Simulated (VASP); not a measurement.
Cu: single point with PBEsol

The system is Cu.

```
CELL_PARAMETERS angstrom
2.53410 0.00000 0.00000
-1.26705 2.19459 0.00000
0.00000 0.00000 4.13313
ATOMIC_POSITIONS crystal
Cu 0.33333 0.66667 0.25000
Cu 0.66667 0.33333 0.75000
```

This cell differs from its parent crystal: strain +0.0050 x Voigt [0, 0, 1, 0, 0, 0].

```
Program             : VASP 6.6.1
Task                : single point
Functional          : PBEsol
Potentials or basis : VASP PAW PBE potentials, release 64 (Cu)
Cutoff              : 520 eV
k mesh              : 24 × 24 × 12
Occupations         : gaussian, width 0.15 eV
Spin                : no spin polarisation
```

| Quantity | Value |
| --- | --- |
| Pressure | -1.6 GPa |
| Band gap on the k mesh | zero (band 11 reaches 11.82 eV, above the bottom of band 12 at 5.76 eV) |

Stress tensor (GPa, compression positive):
```
-1.94  0.00  0.00
 0.00 -1.94  0.00
 0.00  0.00 -0.97
```

Levels at points of the mesh, in eV from the Fermi level:
```
           k point  band 7  band 8  band 9  band 10  band 11  band 12  band 13  band 14  band 15  band 16
(0.00, 0.00, 0.00)   -2.81   -2.51   -2.51    -1.73    -1.73    -1.08     3.92    21.57    22.10    22.10
(0.50, 0.00, 0.00)   -2.77   -1.63   -1.58    -1.53     0.01     1.62     7.88     8.28    10.85    11.25
(0.00, 0.00, 0.50)   -3.07   -3.07   -1.96    -1.96    -1.96    -1.96    12.70    12.70    22.27    22.27
(0.50, 0.00, 0.50)   -1.91   -1.91   -1.57    -1.57     0.46     0.46     4.99     4.99    16.35    16.35
```

It took 72 s on 1 thread of Intel(R) Xeon(R) 6975P-C (Granite Rapids) (shared host), peak memory 0.25 GiB.

Caveat: the cell differs from its parent crystal (strain +0.0050 x Voigt [0, 0, 1, 0, 0, 0]); the PAW data sets were made with another functional, which shifts forces and pressure a little.
